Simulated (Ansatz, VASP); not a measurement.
Re in VASP and in Ansatz

```
CELL_PARAMETERS angstrom
2.76080 0.00000 0.00000
-1.38040 2.39092 0.00000
0.00000 0.00000 4.45820
ATOMIC_POSITIONS crystal
Re 0.66667 0.33333 0.75000
Re 0.33333 0.66667 0.25000
```

Alike in both runs: task single point; functional r2SCAN50; k mesh 6 × 6 × 3; occupations fermi-dirac, width 0.05 eV; no spin polarisation.

|  | VASP | Ansatz |
| --- | --- | --- |
| version | VASP 6.6.1 | Ansatz 0.2.0 |
| potentials or method | VASP PAW PBE potentials, release 64 (Re) | Ansatz PAW |
| plane-wave cutoff (eV) | 520 | 500 |
| valence electrons in the cell | 14 | 30 |

|  | VASP | Ansatz | Ansatz less VASP |
| --- | --- | --- | --- |
| gap on the k mesh at the Fermi level (eV) | none | none | - |
| pressure (GPa) | -27.9 | -17.4 | +10.48 |
| traceless stress, the component that is largest in VASP (GPa) | -8.07 | -8.08 | -0.013 |

VASP's potentials were made for PBE, not for r2SCAN50. A gap of «none» marks a metal or a gap that the smearing closes. One of these differences is far larger than is usual between the two programs; its cause wasn't traced. With one functional, cell and mesh, what is left measures potentials, basis and numerics. VASP's potentials hold 14 valence electrons a cell and Ansatz's 30, so a difference there can come from the potentials and not from the codes.

The k mesh is coarse, so the values compare programs but aren't converged. Neither program's run includes spin-orbit coupling.
